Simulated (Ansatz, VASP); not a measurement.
One calculation of AlN, two programs

```
CELL_PARAMETERS angstrom
3.11357 0.00000 0.00000
-1.55678 2.69643 0.00000
0.00000 0.00000 4.98314
ATOMIC_POSITIONS crystal
Al 0.33333 0.66667 0.96460
Al 0.66667 0.33333 0.46460
N 0.33333 0.66667 0.41740
N 0.66667 0.33333 0.91740
```

Change from the starting cell: polar distortion scaled by 0.40.

Alike in both runs: task single point; functional PBEsol; k mesh 12 × 12 × 8; no spin polarisation.

|  | VASP | Ansatz |
| --- | --- | --- |
| version | VASP 6.6.1 | Ansatz 0.2.0 |
| potentials or method | VASP PAW PBE potentials, release 64 (Al, N), cutoff 520 eV | scalar-relativistic, plane waves, PAW |
| occupations | gaussian, width 0.01 eV | fixed |
| valence electrons in the cell | 16 | 16 |

VASP gave:

- gap on the k mesh at the Fermi level (eV): 3.01
- least direct gap on the mesh (eV): 3.01
- pressure (GPa): 5.9
- traceless stress, the component that is largest in VASP (GPa): -18.05
- rms of the force components (eV/Å): 0.687

**Question.** Estimate Ansatz's values.

**Answer.** gap on the k mesh at the Fermi level (eV): 2.99; least direct gap on the mesh (eV): 2.99; pressure (GPa): 5.8; traceless stress, the component that is largest in VASP (GPa): -17.81; rms of the force components (eV/Å): 0.682.

VASP's potentials were made for PBE, not for PBEsol, and Ansatz warns of the same on its side. Atom by atom the forces differ by 0.005 eV/Å (rms over components).
